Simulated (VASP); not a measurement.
Set up this calculation in VASP 6.6.1, as the native input.

```yaml
Task: single point
Functional: PBEsol
Potentials_or_basis: VASP PAW PBE potentials, release 64 (Pb_d, O)
Cutoff: 520 eV
k_mesh: 6 × 6 × 6
Occupations: gaussian, width 0.05 eV
Spin: non-collinear spin, zero start, spin-orbit coupling
Starting_moments: "[[0.0, 0.0, 0.0], [0.0, 0.0, 0.0], [0.0, 0.0, 0.0], [0.0, 0.0, 0.0]] μB"
Dipole_correction: no
Further_INCAR_settings: ALGO = Normal; EDIFF = 1e-06; NBANDS = 54
```

The structure of PbO lies in POSCAR:

```
PbO
1.0
    3.9780804971      0.0000000000      0.0000000000
    0.0000000000      3.9780804971      0.0000000000
    0.0000000000      0.0000000000      5.0127125567
Pb O
2 2
Direct
    0.5000000000      0.0000000000      0.2368000000
    0.0000000000      0.5000000000      0.7632000000
    0.0000000000      0.0000000000      0.0000000000
    0.5000000000      0.5000000000      0.0000000000
```

These files were run (other wordings do the same):

INCAR

```
PREC = Accurate
ENCUT = 520
EDIFF = 1E-6
ISMEAR = 0
SIGMA = 0.05
LREAL = False
LASPH = True
NELM = 150
ALGO = Normal
ISIF = 2
LWAVE = False
LCHARG = False
LNONCOLLINEAR = True
MAGMOM = 0 0 0 0 0 0 0 0 0 0 0 0
LORBIT = 11
LSORBIT = True
GGA_COMPAT = False
LORBMOM = True
GGA = PS
NBANDS = 54
```

KPOINTS

```
regular mesh
0
Gamma
  6 6 6
```

Potentials or basis: VASP PAW PBE potentials, release 64 (Pb_d, O).

Command:

```sh
$ cat potpaw_PBE.64/Pb_d/POTCAR potpaw_PBE.64/O/POTCAR > POTCAR
$ mpirun -np 1 vasp_ncl > vasp.out
```

Results of the run:

```yaml
Pressure: 0.3 GPa
Largest_force: 0.053 eV/Å
Net_moment: 0.00 μB per cell
Valence_electrons_inside_the_program's_atomic_spheres: Pb 11.89; O 4.94
```

Caveat: the PAW data sets were made with another functional, which shifts forces and pressure a little.

Wall time 3.2 min on 1 thread of AMD EPYC 9R45 96-Core Processor (Zen 5), on a shared host, peak memory 0.44 GiB.
